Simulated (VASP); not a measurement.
# Si2N (P2) in VASP: a series of runs

The runs below take Si2N through single point, relaxation of cell and atoms, with PBE.

All numbers are computed with VASP 6.6.1; they aren't measurements. Logs are shortened: lines on timing, memory, paths and dates and some standing lists are left out, and cuts for length are marked.

## (1) The cell of the first run

The structure is monoclinic, space group P2 (No. 3). Conventional cell: a = 4.170 Å, b = 2.285 Å, c = 4.422 Å, α = 90.00°, β = 102.25°, γ = 90.00°. Si (site symmetry 2) has 6 Si at 2.29 to 2.40 Å and 2 N at 2.74 Å within 3.0 Å. Within 3.0 Å of Si (site symmetry 2) lie 6 Si at 2.29 to 2.40 Å and 4 N at 2.30 to 2.76 Å. N (site symmetry 2) has 2 N at 2.29 Å and 6 Si at 2.30 to 2.76 Å within 3.0 Å.

The cell was built from a structure type or drawn by symmetry, and may not be a known phase.

## (2) Single point, PBE

Contents of INCAR:

```
SYSTEM = Si2N
  PREC = Accurate
  ENCUT = 520
  EDIFF = 1E-6
  ISMEAR = 0
  SIGMA = 0.1
  LREAL = .False.
  LASPH = .True.
  NELM = 80
  ALGO = Normal
  ISIF = 2
  LWAVE = .False.
  LCHARG = .True.
  GGA = PE
  LELF = .True.
  LVHAR = .True.
  NBANDS = 14
```

Contents of KPOINTS:

```
regular mesh
0
Gamma
  4 8 4
  0 0 0
```

Contents of POSCAR:

```
Si2N
1.0
    4.1702503300      0.0000000000      0.0000000000
    0.0000000000      2.2853843900      0.0000000000
   -0.9379563700      0.0000000000      4.3210454000
Si N
2 1
Direct
    0.5000000000      0.4639600700      0.0000000000
    0.0000000000      0.9409087200      0.0000000000
    0.0000000000      0.6605855100      0.5000000000
```

Potentials or basis: VASP PAW PBE potentials, release 64 (Si, N).

Run with:

```console
cat potpaw_PBE.64/Si/POTCAR potpaw_PBE.64/N/POTCAR > POTCAR
mpirun -np 1 vasp_std > vasp.out
```

OUTCAR:

```text
SYSTEM = Si2N
   PREC = Accurate
   ENCUT = 520
   EDIFF = 1E-6
   ISMEAR = 0
   LREAL = .False.
   LASPH = .True.
   NELM = 80
   ISIF = 2
   GGA = PE

 ion  position               nearest neighbor table
   1  0.500  0.464  0.000-   2 2.35   2 2.35   2 2.40   2 2.40
   2  0.000  0.941  0.000-   3 2.30   3 2.30   1 2.35   1 2.35   1 2.40   1 2.40
   3  0.000  0.661  0.500-   2 2.30   2 2.30

  LATTYP: Found a simple monoclinic cell.
 ALAT       =     4.1702503300
 B/A-ratio  =     0.5480209122
 C/A-ratio  =     1.0602896787
 COS(beta)  =    -0.2121270137

  Lattice vectors:

 A1 = (   4.1702503300,   0.0000000000,   0.0000000000)
 A2 = (   0.0000000000,   2.2853843900,   0.0000000000)
 A3 = (  -0.9379563700,   0.0000000000,   4.3210454000)

Analysis of symmetry for initial positions (statically):
=====================================================================
 Subroutine PRICEL returns:
 Original cell was already a primitive cell.

 Routine SETGRP: Setting up the symmetry group for a
 simple monoclinic supercell.

 Subroutine GETGRP returns: Found  2 space group operations
 (whereof  2 operations were pure point group operations)
 out of a pool of  4 trial point group operations.

The static configuration has the point symmetry C_2 .

Analysis of symmetry for dynamics (positions and initial velocities):
=====================================================================
 Subroutine PRICEL returns:
 Original cell was already a primitive cell.

 Routine SETGRP: Setting up the symmetry group for a
 simple monoclinic supercell.

 Subroutine GETGRP returns: Found  2 space group operations
 (whereof  2 operations were pure point group operations)
 out of a pool of  4 trial point group operations.

The dynamic configuration has the point symmetry C_2 .

 Subroutine INISYM returns: Found  2 space group operations
 (whereof  2 operations are pure point group operations),
 and found     1 'primitive' translations

----------------------------------------------------------------------------------------

                                     Primitive cell

  volume of cell :      41.1823

  direct lattice vectors                    reciprocal lattice vectors
     4.170250330  0.000000000  0.000000000     0.239793758  0.000000000  0.052051312
     0.000000000  2.285384390  0.000000000     0.000000000  0.437563153  0.000000000
    -0.937956370  0.000000000  4.321045400     0.000000000  0.000000000  0.231425479

  length of vectors
[... 96 lines left out ...]
   NUPDOWN=      -1.0000    fix difference up-down
   EMIN   =  10.00;   EMAX   =-10.00  energy-range for DOS
   EFERMI =   0.00;   METHOD = LEGACY
   ISMEAR =     0;   SIGMA  =   0.10  broadening in eV -4-tet -1-fermi 0-gaus
   EFERMI_NEDOS =   21; number of points for ismear=-14 and -15
   IALGO  =     38    algorithm
   IMIX   =      4    mixing-type and parameters
     AMIX     =   0.40;   BMIX     =  1.00
     AMIX_MAG =   1.60;   BMIX_MAG =  1.00
  volume/ion in A,a.u.               =      13.73        92.64
  Fermi-wavevector in a.u.,A,eV,Ry     =   1.114686  2.106451 16.905577  1.242525
  Thomas-Fermi vector in A             =   2.251283
   LORBIT       =      0    0 simple, 1 ext, 2 COOP (PROOUT), +10 PAW based schemes
   GGA     = PE    functional components
   LHFCALC =     F    Hartree Fock is set to
   AEXX    =    0.0000 exact exchange contribution
   IVDW    =     0    specifies the selected vdW correction
   LEPSILON=     F    determine dielectric tensor
   LRPA    =     F    only Hartree local field effects (RPA)
 non-spin polarized calculation
 Gauss-broadening in eV      SIGMA  =   0.10
  energy-cutoff  :      520.00
  volume of cell :       41.18
 maximum number of plane-waves:      1136
   NGX = 15   NGY =  9   NGZ = 17

 number of electron      13.0000000 magnetization

 Free energy of the ion-electron system (eV)
  ---------------------------------------------------
  ext. energy  EPLUGINS =         0.00000000
  ---------------------------------------------------
  free energy    TOTEN  =       -14.42289710 eV

  energy without entropy =      -14.41395626  energy(sigma->0) =      -14.41842668

 E-fermi :   6.8607     XC(G=0): -10.4870

 val. band max:        6.8576545436   @ k =   0.0000   0.3750   0.0000
 cond. band min:       6.8938724666   @ k =   0.0000   0.5000   0.0000
 fundamental gap:      0.0362179230
 Fermi energy:         6.8606863274

 k-point     1 :       0.0000    0.0000    0.0000
  band No.  band energies     occupation
      1      -8.7873      2.00000
      2      -4.7732      2.00000
      3      -0.2219      2.00000
      4       1.0255      2.00000
      5       1.9859      2.00000
      6       4.9501      2.00000
      7       8.6717      0.00000
      8       9.9210      0.00000
      9      10.3319      0.00000
     10      13.9587      0.00000
     11      14.2338      0.00000
     12      18.0889      0.00000
     13      18.9361      0.00000
     14      21.6115      0.00000
[... 377 lines left out ...]
      1      -7.0292      2.00000
      2      -4.3525      2.00000
      3       1.8207      2.00000
      4       2.3106      2.00000
      5       4.0577      2.00000
      6       5.9058      2.00000
      7       6.2203      2.00000
      8       8.0082      0.00000
      9       9.3512      0.00000
     10      13.0240      0.00000
     11      13.4924      0.00000
     12      14.7829      0.00000
     13      15.6935      0.00000
     14      17.6791      0.00000

 [... further k-points ...]

------------------------ aborting loop because EDIFF is reached ----------------------------------------

  FORCE on cell =-STRESS in cart. coord.  units (eV):
  Direction    XX          YY          ZZ          XY          YZ          ZX
  --------------------------------------------------------------------------------------
  -------------------------------------------------------------------------------------
  Total        5.0923616      6.2244275     -9.1563354      0.0000000      0.0000000     -1.0420388
  in kB      198.1160239    242.1585354   -356.2230859      0.0000000      0.0000000    -40.5400485
  external PRESSURE =      28.0171578 kB  Pullay stress =       0.0000000 kB

 VOLUME and BASIS-vectors are now :
 -----------------------------------------------------------------------------
  energy-cutoff  :      520.00
  volume of cell :       41.18
      direct lattice vectors                 reciprocal lattice vectors
     4.170250330  0.000000000  0.000000000     0.239793758  0.000000000  0.052051312
     0.000000000  2.285384390  0.000000000     0.000000000  0.437563153  0.000000000
    -0.937956370  0.000000000  4.321045400     0.000000000  0.000000000  0.231425479

 POSITION                                       TOTAL-FORCE (eV/Angst)
 -----------------------------------------------------------------------------------
      2.08513      1.06033      0.00000        -0.000000     -0.039762      0.000000
      0.00000      2.15034      0.00000         0.000000     -0.686995      0.000000
     -0.46898      1.50969      2.16052        -0.000000      0.726757      0.000000
 -----------------------------------------------------------------------------------
    total drift:                               -0.000000      0.000332      0.000000

  FREE ENERGIE OF THE ION-ELECTRON SYSTEM (eV)
  ---------------------------------------------------
  free  energy   TOTEN  =       -14.4228971048 eV

  energy  without entropy=      -14.4139562619  energy(sigma->0) =      -14.41842668
```

Run time: 16 s. Hardware: 1 thread of AMD EPYC 7R13 (Zen 3), shared host; peak memory 0.13 GiB.

What came out:

| Item | Value |
| --- | --- |
| Free energy | -14.4229 eV |
| Pressure | 2.8 GPa |
| Largest force | 0.727 eV/Å |
| Band gap on the k mesh | zero (an odd number of electrons rules out a gap without spin polarisation) |

Forces on the atoms (eV/Å):
```
Si   0.000 -0.040  0.000
Si   0.000 -0.687  0.000
N    0.000  0.727  0.000
```

Levels at points of the mesh, in eV from the Fermi level:
```tsv
k point	band 4	band 5	band 6	band 7	band 8	band 9	band 10	band 11
(0.00, 0.00, 0.00)	-5.84	-4.87	-1.91	1.81	3.06	3.47	7.10	7.37
(0.50, 0.00, 0.00)	-5.61	-1.84	-1.57	3.08	3.45	3.81	5.16	8.36
(0.00, 0.50, 0.00)	-3.17	-2.72	-0.98	0.03	1.27	1.66	2.61	2.74
(0.50, 0.50, 0.00)	-4.55	-4.28	-2.08	-1.77	0.64	4.03	4.26	5.65
(0.00, 0.00, 0.50)	-5.86	-2.35	-2.22	-0.32	2.96	3.58	6.70	10.38
(0.50, 0.00, 0.50)	-4.90	-1.47	0.74	1.86	3.13	3.58	4.43	9.58
(0.00, 0.50, 0.50)	-4.52	-0.88	-0.16	-0.05	0.16	1.91	3.41	3.91
(0.50, 0.50, 0.50)	-4.58	-4.48	-3.57	-0.96	1.19	3.54	5.98	6.38
```

Caveat: the k points lie up to 0.39 Å⁻¹ apart, too coarse for converged energies and pressures of a metal.

## (3) Relaxation of cell and atoms, PBE

Contents of INCAR:

```
  PREC = Accurate
  ENCUT = 600
  EDIFF = 1E-6
  ISMEAR = 0
  SIGMA = 0.1
  LREAL = False
  LASPH = True
  NELM = 80
  ALGO = Normal
  ISIF = 3
  LWAVE = False
  LCHARG = False
  GGA = PE
  IBRION = 2
  NSW = 90
  EDIFFG = -0.04
```

Contents of KPOINTS:

```
Automatic mesh
0
Gamma
  4 8 4
```

POSCAR is that of step 2.

Potentials or basis: VASP PAW PBE potentials, release 64 (Si, N).

Run with:

```console
cat potpaw_PBE.64/Si/POTCAR potpaw_PBE.64/N/POTCAR > POTCAR
mpirun -np 1 vasp_std > vasp.out
```

Run time: 3 min. Hardware: 1 thread of AMD EPYC 7R13 (Zen 3), shared host; peak memory 0.14 GiB.

Results (log left out):

| Property | Result |
| --- | --- |
| Free energy | -17.8640 eV |
| Relaxed volume | 12.57 Å³/atom |
| Relaxed cell | a = 3.912 Å, b = 3.492 Å, c = 2.925 Å, α = 90.00°, β = 109.32°, γ = 90.00° |
| Space group after relaxing (to 0.1 Å) | P2 (No. 3) |
| Energy gained by relaxing | 1146.5 meV/atom |
| Ionic steps | 25 |
| Pressure after relaxing | 0.1 GPa |
| Largest force after relaxing | 0.025 eV/Å |
| Band gap on the k mesh | zero (an odd number of electrons rules out a gap without spin polarisation) |

Forces on the atoms (eV/Å):
```
Si   0.000  0.025  0.000
Si   0.000 -0.014  0.000
N    0.000 -0.011  0.000
```

Stress tensor (GPa, compression positive):
```
 0.02  0.00 -0.18
 0.00  0.22  0.00
-0.18  0.00  0.03
```

Step by step:
| step | energy change (eV) | largest force (eV/Å) | pressure (GPa) | volume (Å³) |
| --- | --- | --- | --- | --- |
| 1 | 0.0000 | 0.7269 | 2.75 | 41.18 |
| 2 | -1.6528 | 1.0103 | -9.41 | 41.76 |
| 3 | -2.5752 | 0.0922 | -5.66 | 40.70 |
| 4 | -2.5756 | 1.2315 | 3.20 | 39.64 |
| 5 | -2.6340 | 0.4362 | -2.48 | 40.29 |
| 6 | -2.6364 | 0.5525 | -1.65 | 40.19 |
| 7 | -2.8139 | 0.8908 | 0.13 | 39.28 |
| 8 | -2.9885 | 1.7369 | 6.89 | 37.02 |
| 9 | -3.0907 | 1.2119 | 3.27 | 37.40 |
| 10 | -3.1361 | 1.0564 | 0.11 | 37.75 |
| 11 | -3.1395 | 1.0776 | -0.86 | 37.86 |
| 12 | -3.1682 | 1.0667 | -1.13 | 37.79 |
| 13 | -3.2449 | 0.8054 | -1.49 | 37.59 |
| 14 | -3.3285 | 0.8247 | -1.03 | 37.17 |
| 15 | -3.3309 | 0.9036 | -0.55 | 37.03 |
| 16 | -3.3700 | 0.7667 | 1.10 | 36.79 |
| 17 | -3.3890 | 0.5989 | 3.51 | 36.55 |
| 18 | -3.4257 | 0.1709 | 1.11 | 37.35 |
| 19 | -3.4333 | 0.1431 | -0.40 | 37.94 |
| 20 | -3.4375 | 0.0751 | -0.48 | 37.94 |
| 21 | -3.4389 | 0.0161 | -0.56 | 37.94 |
| 22 | -3.4389 | 0.0170 | -0.57 | 37.94 |
| 23 | -3.4393 | 0.0437 | 0.19 | 37.73 |
| 24 | -3.4393 | 0.0419 | 0.15 | 37.74 |
| 25 | -3.4396 | 0.0245 | 0.09 | 37.72 |

Final structure:
```
Si N
1.0
     3.91209    0.00000   -0.04789
     0.00000    3.49207    0.00000
    -0.93398    0.00000    2.77221
Si N
2 1
Direct
  0.50000 0.38495 0.00000
  0.00000 0.98572 0.00000
  0.00000 0.69479 0.50000
```

Levels at points of the mesh, in eV from the Fermi level:
```csv
k point,band 4,band 5,band 6,band 7,band 8,band 9
"(0.00, 0.00, 0.00)",-5.71,-4.76,-1.57,0.81,2.60,4.23
"(0.50, 0.00, 0.00)",-5.16,-5.01,-2.39,1.07,2.18,4.53
"(0.00, 0.50, 0.00)",-4.46,-3.64,-2.67,-1.85,2.96,5.19
"(0.50, 0.50, 0.00)",-7.67,-4.72,0.00,1.86,2.06,5.36
"(0.00, 0.00, 0.50)",-4.74,-4.14,-3.11,-0.89,1.69,3.15
"(0.50, 0.00, 0.50)",-6.07,-4.19,-2.60,0.55,1.30,3.20
"(0.00, 0.50, 0.50)",-7.33,-4.68,-2.46,-0.27,0.58,1.90
"(0.50, 0.50, 0.50)",-6.07,-4.89,-3.47,-2.73,-0.93,3.88
```

Caveat: the k points lie up to 0.57 Å⁻¹ apart in the final cell, too coarse for converged energies and pressures of a metal; a cell axis changed by over 15 % at a fixed basis, so the end point is rough.

## (4) Single point, PBE, collinear spin, ferromagnetic start

Contents of INCAR:

```
SYSTEM = Si2N
PREC = Accurate ; ENCUT = 520
EDIFF = 1E-7 ; ISMEAR = 0
SIGMA = 0.1 ; LREAL = .FALSE.
LASPH = .TRUE. ; NELM = 150
ALGO = Normal ; ISIF = 2
LWAVE = .FALSE. ; LCHARG = .FALSE.
ISPIN = 2 ; MAGMOM = 0 0 1
LORBIT = 11 ; GGA = PE
NBANDS = 18
```

Contents of KPOINTS:

```
regular mesh
0
G
  4 8 4
  0 0 0
```

POSCAR is that of step 3.

Run with:

```console
cat potpaw_PBE.64/Si/POTCAR potpaw_PBE.64/N/POTCAR > POTCAR
mpirun -np 1 vasp_std > vasp.out
```

Run time: 42 s. Hardware: 1 thread of AMD EPYC 7R13 (Zen 3), shared host; peak memory 0.17 GiB.

The run converged. Its results:

- Free energy: -14.4229 eV
- Pressure: 2.8 GPa
- Largest force: 0.727 eV/Å
- Net moment: 0.00 μB per cell
- Valence electrons inside the program's atomic spheres: Si 1.65, 1.60; N 3.39

Forces in eV/Å, atoms in the order of the input:
```
Si   0.000 -0.040  0.000
Si   0.000 -0.687  0.000
N    0.000  0.727  0.000
```

Stress tensor (GPa, compression positive):
```
 19.81   0.00  -4.05
  0.00  24.22   0.00
 -4.05   0.00 -35.62
```

Levels at points of the mesh, in eV from the Fermi level:
Spin up:
| k point | band 3 | band 4 | band 5 | band 6 | band 7 | band 8 | band 9 | band 10 | band 11 | band 12 |
| --- | --- | --- | --- | --- | --- | --- | --- | --- | --- | --- |
| (0.00, 0.00, 0.00) | -7.08 | -5.84 | -4.87 | -1.91 | 1.81 | 3.06 | 3.47 | 7.10 | 7.37 | 11.23 |
| (0.50, 0.00, 0.00) | -9.98 | -5.61 | -1.84 | -1.57 | 3.08 | 3.45 | 3.81 | 5.16 | 8.36 | 10.81 |
| (0.00, 0.50, 0.00) | -6.24 | -3.17 | -2.72 | -0.98 | 0.03 | 1.27 | 1.66 | 2.61 | 2.74 | 6.06 |
| (0.50, 0.50, 0.00) | -6.21 | -4.55 | -4.28 | -2.08 | -1.77 | 0.64 | 4.03 | 4.26 | 5.65 | 9.08 |
| (0.00, 0.00, 0.50) | -6.37 | -5.86 | -2.35 | -2.22 | -0.32 | 2.96 | 3.58 | 6.70 | 10.38 | 10.53 |
| (0.50, 0.00, 0.50) | -11.47 | -4.90 | -1.47 | 0.74 | 1.86 | 3.13 | 3.58 | 4.43 | 9.58 | 11.70 |
| (0.00, 0.50, 0.50) | -7.20 | -4.52 | -0.88 | -0.16 | -0.05 | 0.16 | 1.91 | 3.41 | 3.91 | 4.43 |
| (0.50, 0.50, 0.50) | -6.09 | -4.58 | -4.48 | -3.57 | -0.96 | 1.19 | 3.54 | 5.98 | 6.38 | 7.35 |
Spin down:
| k point | band 5 | band 6 | band 7 | band 8 | band 9 | band 10 |
| --- | --- | --- | --- | --- | --- | --- |
| (0.00, 0.00, 0.00) | -4.87 | -1.91 | 1.81 | 3.06 | 3.47 | 7.10 |
| (0.50, 0.00, 0.00) | -1.84 | -1.57 | 3.08 | 3.45 | 3.81 | 5.16 |
| (0.00, 0.50, 0.00) | -2.72 | -0.98 | 0.03 | 1.27 | 1.66 | 2.61 |
| (0.50, 0.50, 0.00) | -4.28 | -2.08 | -1.77 | 0.64 | 4.03 | 4.26 |
| (0.00, 0.00, 0.50) | -2.35 | -2.22 | -0.32 | 2.96 | 3.58 | 6.70 |
| (0.50, 0.00, 0.50) | -1.47 | 0.74 | 1.86 | 3.13 | 3.58 | 4.43 |
| (0.00, 0.50, 0.50) | -0.88 | -0.16 | -0.05 | 0.16 | 1.91 | 3.41 |
| (0.50, 0.50, 0.50) | -4.48 | -3.57 | -0.96 | 1.19 | 3.54 | 5.98 |

Caveat: the k points lie up to 0.39 Å⁻¹ apart.

## (5) The runs side by side

```tsv
task	spin	cell	cutoff (eV)	gap on the mesh (eV)	pressure (GPa)	largest force (eV/Å)
single point	off	as given	520	none	2.8	0.73
relaxation of cell and atoms	off	relaxed	600	none	0.1	0.02
single point	collinear, ferromagnetic start	as given	520	none	2.8	0.73
```

Alike in all rows: level PBE; potentials or basis VASP PAW PBE potentials, release 64 (Si, N); k mesh 4 × 8 × 4; smearing gaussian 0.1 eV.

Caveats: all runs use coarse meshes; a cell axis changed by over 15 % at a fixed basis, so the end point is rough (at least some runs).

Total energies depend on the potentials used, so only differences within one code and one set of settings carry meaning.
